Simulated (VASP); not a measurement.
# ZnS (F-43m) in VASP: notebook

The runs below take ZnS through single point, with PBEsol.

All numbers are computed with VASP 6.6.1; they aren't measurements. Logs are shortened: lines on timing, memory, paths and dates and some standing lists are left out, and cuts for length are marked.

**What was measured.**

“Electronic, vibrational, and thermodynamic properties of ZnS (zincblende and rocksalt structure)”, 2009, arxiv:0911.5022 quotes, for a bulk crystal of ZnS at 19 K: band gap 3.85 eV (direct).

The results are compared with them further down.

## (1) The cell of the first run

The structure is cubic, space group F-43m (No. 216). The conventional cell has a = 5.404 Å, b = 5.404 Å, c = 5.404 Å, α = 90.00°, β = 90.00°, γ = 90.00°. Within 3.1 Å of Zn (site symmetry -43m) lie 4 S at 2.34 Å. S (site symmetry -43m) has 4 Zn at 2.34 Å within 3.1 Å.

## (2) Single point, PBEsol

Contents of INCAR:

```
  ALGO = Normal
  EDIFF = 1E-6
  ENCUT = 520
  GGA = PS
  ISIF = 2
  ISMEAR = -1
  LASPH = True
  LCHARG = False
  LREAL = False
  LWAVE = False
  NBANDS = 16
  NELM = 60
  PREC = Accurate
  SIGMA = 0.05
```

Contents of KPOINTS:

```
k-points
0
Gamma
  9 9 9
```

Contents of POSCAR:

```
ZnS
1.0
    0.0000000000      2.7020000000      2.7020000000
    2.7020000000      0.0000000000      2.7020000000
    2.7020000000      2.7020000000      0.0000000000
Zn S
1 1
Direct
    0.7500000000      0.7500000000      0.7500000000
    0.0000000000      0.0000000000      0.0000000000
```

Potentials or basis: VASP PAW PBE potentials, release 64 (Zn, S).

On the command line:

```console
$ cat potpaw_PBE.64/Zn/POTCAR potpaw_PBE.64/S/POTCAR > POTCAR
$ mpirun -np 1 vasp_std > vasp.out
```

OUTCAR:

```text
EDIFF = 1E-6
   ENCUT = 520
   GGA = PS
   ISIF = 2
   ISMEAR = -1
   LASPH = True
   LREAL = False
   NELM = 60
   PREC = Accurate

 ion  position               nearest neighbor table
   1  0.750  0.750  0.750-   2 2.34   2 2.34   2 2.34   2 2.34
   2  0.000  0.000  0.000-   1 2.34   1 2.34   1 2.34   1 2.34

  LATTYP: Found a face centered cubic cell.
 ALAT       =     5.4040000000

  Lattice vectors:

 A1 = (   0.0000000000,   2.7020000000,   2.7020000000)
 A2 = (   2.7020000000,   0.0000000000,   2.7020000000)
 A3 = (   2.7020000000,   2.7020000000,   0.0000000000)

Analysis of symmetry for initial positions (statically):
=====================================================================
 Subroutine PRICEL returns:
 Original cell was already a primitive cell.

 Routine SETGRP: Setting up the symmetry group for a
 face centered cubic supercell.

 Subroutine GETGRP returns: Found 24 space group operations
 (whereof 24 operations were pure point group operations)
 out of a pool of 48 trial point group operations.

The static configuration has the point symmetry T_d .

Analysis of symmetry for dynamics (positions and initial velocities):
=====================================================================
 Subroutine PRICEL returns:
 Original cell was already a primitive cell.

 Routine SETGRP: Setting up the symmetry group for a
 face centered cubic supercell.

 Subroutine GETGRP returns: Found 24 space group operations
 (whereof 24 operations were pure point group operations)
 out of a pool of 48 trial point group operations.

The dynamic configuration has the point symmetry T_d .

 Subroutine INISYM returns: Found 24 space group operations
 (whereof 24 operations are pure point group operations),
 and found     1 'primitive' translations

----------------------------------------------------------------------------------------

                                     Primitive cell

  volume of cell :      39.4535

  direct lattice vectors                    reciprocal lattice vectors
     0.000000000  2.702000000  2.702000000    -0.185048113  0.185048113  0.185048113
     2.702000000  0.000000000  2.702000000     0.185048113 -0.185048113  0.185048113
     2.702000000  2.702000000  0.000000000     0.185048113  0.185048113 -0.185048113

  length of vectors
     3.821205046  3.821205046  3.821205046     0.320512733  0.320512733  0.320512733

  position of ions in fractional coordinates (direct lattice)
     0.750000000  0.750000000  0.750000000
     0.000000000  0.000000000  0.000000000

  ion indices of the primitive-cell ions
   primitive index   ion index
                 1           1
                 2           2

----------------------------------------------------------------------------------------

 KPOINTS: k-points

Automatic generation of k-mesh.
 Grid dimensions read from file:
 generate k-points for:    9    9    9

 Generating k-lattice:

  Cartesian coordinates                     Fractional coordinates (reciprocal lattice)
    -0.020560901  0.020560901  0.020560901     0.111111111  0.000000000  0.000000000
     0.020560901 -0.020560901  0.020560901     0.000000000  0.111111111  0.000000000
     0.020560901  0.020560901 -0.020560901     0.000000000  0.000000000  0.111111111

  Length of vectors
     0.035612526  0.035612526  0.035612526

  Shift w.r.t. Gamma in fractional coordinates (k-lattice)
     0.000000000  0.000000000  0.000000000

 Subroutine IBZKPT returns following result:
 ===========================================

 Found     35 irreducible k-points:

 Following reciprocal coordinates:
            Coordinates               Weight
  0.000000  0.000000  0.000000      1.000000
  0.111111  0.000000  0.000000      8.000000
  0.222222  0.000000  0.000000      8.000000
  0.333333  0.000000  0.000000      8.000000
  0.444444  0.000000  0.000000      8.000000
  0.111111  0.111111  0.000000      6.000000
[... 16 lines left out ...]
 -0.333333  0.333333  0.000000     12.000000
  0.444444  0.444444  0.000000      6.000000
 [... further k-points ...]
   k-points           NKPTS =     35   k-points in BZ     NKDIM =     35   number of bands    NBANDS=     16
   number of dos      NEDOS =    301   number of ions     NIONS =      2
   total plane-waves  NPLWV =  21952
   dimension x,y,z NGX =    28 NGY =   28 NGZ =   28
   dimension x,y,z NGXF=    56 NGYF=   56 NGZF=   56
   ions per type =               1   1
   NGX,Y,Z   is equivalent  to a cutoff of  12.18, 12.18, 12.18 a.u.
   NGXF,Y,Z  is equivalent  to a cutoff of  24.36, 24.36, 24.36 a.u.
 SYSTEM =  unknown system
   PREC   = accura    normal or accurate (medium, high low for compatibility)
   ISTART =      0    job   : 0-new  1-cont  2-samecut
   ICHARG =      2    charge: 1-file 2-atom 10-const
   ISPIN  =      1    spin polarized calculation?
   LNONCOLLINEAR =      F non collinear calculations
   LSORBIT =      F    spin-orbit coupling
   LASPH  =      T    aspherical Exc in radial PAW
   ENCUT  =  520.0 eV  38.22 Ry    6.18 a.u.   7.10  7.10  7.10*2*pi/ulx,y,z
   NELM   =     60;   NELMIN=  2; NELMDL= -5     # of ELM steps
   EDIFF  = 0.1E-05   stopping-criterion for ELM
   LREAL  =      F    real-space projection
   EDIFFG = 0.1E-04   stopping-criterion for IOM
   NSW    =      0    number of steps for IOM
   IBRION =     -1    ionic relax: 0-MD 1-quasi-New 2-CG
   NFREE  =      0    steps in history (QN), initial steepest desc. (CG)
   ISIF   =      2    stress and relaxation
   ISYM   =      2    0-nonsym 1-usesym 2-fastsym
   POTIM  = 0.5000    time-step for ionic-motion
   TEBEG  =    0.0;   TEEND  =   0.0 temperature during run
   PSTRESS=    0.0 pullay stress
   NELECT =      18.0000    total number of electrons
   NUPDOWN=      -1.0000    fix difference up-down
   EMIN   =  10.00;   EMAX   =-10.00  energy-range for DOS
   EFERMI =   0.00;   METHOD = LEGACY
   ISMEAR =    -1;   SIGMA  =   0.05  broadening in eV -4-tet -1-fermi 0-gaus
   EFERMI_NEDOS =   21; number of points for ismear=-14 and -15
   IALGO  =     38    algorithm
   IMIX   =      4    mixing-type and parameters
     AMIX     =   0.40;   BMIX     =  1.00
     AMIX_MAG =   1.60;   BMIX_MAG =  1.00
  volume/ion in A,a.u.               =      19.73       133.12
  Fermi-wavevector in a.u.,A,eV,Ry     =   1.260290  2.381602 21.610537  1.588330
  Thomas-Fermi vector in A             =   2.393807
   LORBIT       =      0    0 simple, 1 ext, 2 COOP (PROOUT), +10 PAW based schemes
   GGA     = PS    functional components
   LHFCALC =     F    Hartree Fock is set to
   AEXX    =    0.0000 exact exchange contribution
   IVDW    =     0    specifies the selected vdW correction
   LEPSILON=     F    determine dielectric tensor
   LRPA    =     F    only Hartree local field effects (RPA)
 non-spin polarized calculation
  energy-cutoff  :      520.00
  volume of cell :       39.45
 maximum number of plane-waves:      1073
   NGX = 15   NGY = 15   NGZ = 15

 number of electron      18.0000000 magnetization

 Free energy of the ion-electron system (eV)
  ---------------------------------------------------
  ext. energy  EPLUGINS =         0.00000000
  ---------------------------------------------------
  free energy    TOTEN  =        -7.58376857 eV

  energy without entropy =       -7.58376857  energy(sigma->0) =       -7.58376857

 E-fermi :   3.0115     XC(G=0):  -9.8500

 val. band max:        2.0129900883   @ k =   0.0000   0.0000   0.0000
 cond. band min:       3.9907566718   @ k =   0.0000   0.0000   0.0000
 fundamental gap:      1.9777665835
 Fermi energy:         3.0114958108

 k-point     1 :       0.0000    0.0000    0.0000
  band No.  band energies     occupation
      1     -11.1419      2.00000
      2      -4.3581      2.00000
      3      -4.3581      2.00000
      4      -4.3581      2.00000
      5      -3.8588      2.00000
      6      -3.8588      2.00000
[... 8 lines left out ...]
     15      13.7482      0.00000
     16      13.7482      0.00000

 k-point     2 :       0.1111    0.0000    0.0000
  band No.  band energies     occupation
      1     -11.0476      2.00000
      2      -4.3591      2.00000
      3      -4.3412      2.00000
      4      -4.3412      2.00000
      5      -3.8603      2.00000
      6      -3.8603      2.00000
[... 8 lines left out ...]
     15      13.2055      0.00000
     16      14.3499      0.00000

 k-point     3 :       0.2222    0.0000    0.0000
  band No.  band energies     occupation
      1     -10.7926      2.00000
      2      -4.3344      2.00000
      3      -4.3014      2.00000
      4      -4.3014      2.00000
      5      -3.8593      2.00000
      6      -3.8593      2.00000
[... 8 lines left out ...]
     15      12.8427      0.00000
     16      14.1621      0.00000

 k-point     4 :       0.3333    0.0000    0.0000
  band No.  band energies     occupation
      1     -10.4683      2.00000
      2      -4.2639      2.00000
      3      -4.2639      2.00000
      4      -4.2036      2.00000
      5      -3.8472      2.00000
      6      -3.8472      2.00000
[... 8 lines left out ...]
     15      13.5310      0.00000
     16      13.6506      0.00000

 k-point     5 :       0.4444    0.0000    0.0000
  band No.  band energies     occupation
      1     -10.2309      2.00000
      2      -4.2453      2.00000
      3      -4.2453      2.00000
      4      -3.8523      2.00000
      5      -3.8312      2.00000
      6      -3.8312      2.00000
[... 8 lines left out ...]
     15      14.9711      0.00000
     16      14.9711      0.00000

 k-point     6 :       0.1111    0.1111    0.0000
  band No.  band energies     occupation
      1     -11.0161      2.00000
      2      -4.3757      2.00000
      3      -4.3271      2.00000
      4      -4.3271      2.00000
      5      -3.8725      2.00000
      6      -3.8499      2.00000
[... 8 lines left out ...]
     15      13.9097      0.00000
     16      14.7251      0.00000

 k-point     7 :       0.2222    0.1111    0.0000
  band No.  band energies     occupation
      1     -10.8143      2.00000
      2      -4.3750      2.00000
      3      -4.2873      2.00000
      4      -4.2864      2.00000
      5      -3.8813      2.00000
      6      -3.8418      2.00000
[... 8 lines left out ...]
     15      13.7946      0.00000
     16      15.3943      0.00000

 k-point     8 :       0.3333    0.1111    0.0000
  band No.  band energies     occupation
      1     -10.5102      2.00000
      2      -4.3138      2.00000
      3      -4.2440      2.00000
      4      -4.2242      2.00000
      5      -3.8699      2.00000
      6      -3.8314      2.00000
[... 8 lines left out ...]
     15      14.2122      0.00000
     16      14.7828      0.00000

 k-point     9 :       0.4444    0.1111    0.0000
  band No.  band energies     occupation
      1     -10.2373      2.00000
      2      -4.2548      2.00000
      3      -4.2210      2.00000
      4      -4.0170      2.00000
      5      -3.8237      2.00000
      6      -3.8117      2.00000
[... 8 lines left out ...]
     15      14.8728      0.00000
     16      15.3324      0.00000
[... 172 lines left out ...]
 k-point    19 :      -0.2222    0.2222    0.0000
  band No.  band energies     occupation
      1     -10.3545      2.00000
      2      -4.2429      2.00000
      3      -4.2278      2.00000
      4      -4.1871      2.00000
      5      -3.8793      2.00000
      6      -3.8112      2.00000
[... 8 lines left out ...]
     15      15.4885      0.00000
     16      16.2212      0.00000

 k-point    20 :       0.3333    0.3333    0.0000
  band No.  band energies     occupation
      1     -10.2422      2.00000
      2      -4.4159      2.00000
      3      -4.1210      2.00000
      4      -4.1210      2.00000
      5      -3.8717      2.00000
      6      -3.8018      2.00000
[... 8 lines left out ...]
     15      15.0491      0.00000
     16      18.9289      0.00000

 k-point    21 :       0.4444    0.3333    0.0000
  band No.  band energies     occupation
      1     -10.0421      2.00000
      2      -4.3717      2.00000
      3      -4.0786      2.00000
      4      -4.0660      2.00000
      5      -3.7972      2.00000
      6      -3.7725      2.00000
[... 8 lines left out ...]
     15      15.6792      0.00000
     16      17.2539      0.00000

 k-point    22 :      -0.4444    0.3333    0.0000
  band No.  band energies     occupation
      1      -9.9263      2.00000
      2      -4.2958      2.00000
      3      -4.0766      2.00000
      4      -3.9938      2.00000
      5      -3.8146      2.00000
      6      -3.5721      2.00000
[... 8 lines left out ...]
     15      15.0049      0.00000
     16      17.1717      0.00000

 k-point    23 :      -0.3333    0.3333    0.0000
  band No.  band energies     occupation
      1      -9.9586      2.00000
      2      -4.2535      2.00000
      3      -4.1150      2.00000
      4      -3.9193      2.00000
      5      -3.8441      2.00000
      6      -3.5797      2.00000
[... 8 lines left out ...]
     15      13.6402      0.00000
     16      18.4074      0.00000

 k-point    24 :       0.4444    0.4444    0.0000
  band No.  band energies     occupation
      1      -9.9247      2.00000
      2      -4.4008      2.00000
      3      -4.0281      2.00000
      4      -4.0281      2.00000
      5      -3.7851      2.00000
      6      -3.7042      2.00000
[... 8 lines left out ...]
     15      15.6465      0.00000
     16      16.9991      0.00000

 [... further k-points ...]

------------------------ aborting loop because EDIFF is reached ----------------------------------------

  FORCE on cell =-STRESS in cart. coord.  units (eV):
  Direction    XX          YY          ZZ          XY          YZ          ZX
  --------------------------------------------------------------------------------------
  -------------------------------------------------------------------------------------
  Total       -0.4401813     -0.4401813     -0.4401813      0.0000000     -0.0000000      0.0000000
  in kB      -17.8754137    -17.8754137    -17.8754137      0.0000000     -0.0000000      0.0000000
  external PRESSURE =     -17.8754137 kB  Pullay stress =       0.0000000 kB

 VOLUME and BASIS-vectors are now :
 -----------------------------------------------------------------------------
  energy-cutoff  :      520.00
  volume of cell :       39.45
      direct lattice vectors                 reciprocal lattice vectors
     0.000000000  2.702000000  2.702000000    -0.185048113  0.185048113  0.185048113
     2.702000000  0.000000000  2.702000000     0.185048113 -0.185048113  0.185048113
     2.702000000  2.702000000  0.000000000     0.185048113  0.185048113 -0.185048113

 POSITION                                       TOTAL-FORCE (eV/Angst)
 -----------------------------------------------------------------------------------
      4.05300      4.05300      4.05300        -0.000000     -0.000000      0.000000
      0.00000      0.00000      0.00000         0.000000      0.000000      0.000000
 -----------------------------------------------------------------------------------
    total drift:                                0.000001      0.000001      0.000001

  FREE ENERGIE OF THE ION-ELECTRON SYSTEM (eV)
  ---------------------------------------------------
  free  energy   TOTEN  =        -7.5837685674 eV

  energy  without entropy=       -7.5837685673  energy(sigma->0) =       -7.58376857
```

Wall time 40 s (1 thread of AMD EPYC 7R13, shared host); peak memory 0.13 GiB.

What came out:

| Item | Value |
| --- | --- |
| Free energy | -7.5838 eV |
| Pressure | -1.8 GPa |
| Band gap on the k mesh | 1.98 eV, direct |

Caveat: the PAW data sets were made with another functional, which shifts forces and pressure a little.

## (3) Single point, PBEsol (volume scaled by 1.02)

Contents of INCAR:

```
ALGO = Normal
EDIFF = 1E-6
ENCUT = 520
GGA = PS
ISIF = 2
ISMEAR = -1
LASPH = T
LCHARG = F
LREAL = F
LWAVE = F
NBANDS = 16
NELM = 80
PREC = Accurate
SIGMA = 0.05
```

KPOINTS is that of step 2.

Contents of POSCAR:

```
ZnS
1.0
    0.0000000000      2.7198945612      2.7198945612
    2.7198945612      0.0000000000      2.7198945612
    2.7198945612      2.7198945612      0.0000000000
Zn S
1 1
Direct
    0.7500000000      0.7500000000      0.7500000000
    0.0000000000      0.0000000000      0.0000000000
```

Potentials or basis: VASP PAW PBE potentials, release 64 (Zn, S).

On the command line:

```console
$ cat potpaw_PBE.64/Zn/POTCAR potpaw_PBE.64/S/POTCAR > POTCAR
$ mpirun -np 1 vasp_std > vasp.out
```

Wall time 48 s (1 thread of AMD EPYC 7R13, shared host); peak memory 0.15 GiB.

It converged, with:

- Free energy: -7.5718 eV
- Pressure: -3.1 GPa
- Band gap on the k mesh: 1.89 eV, direct

Levels at points of the mesh, in eV from the valence-band top:
```tsv
k point	band 7	band 8	band 9	band 10	band 11	band 12
(0.00, 0.00, 0.00)	0.00	0.00	0.00	1.89	6.32	6.32
```

Caveat: the PAW data sets were made with another functional, which shifts forces and pressure a little.

## (4) Against experiment

Step 2. A measured gap of ZnS is 3.85 eV (direct; 19 K; quoted in “Electronic, vibrational, and thermodynamic properties of ZnS (zincblende and rocksalt structure)”, 2009, arxiv:0911.5022); the calculated 1.98 eV misses it by -1.87 eV. The value is that of PBEsol, without temperature or zero-point motion. Semilocal functionals fall short of measured gaps as a rule.
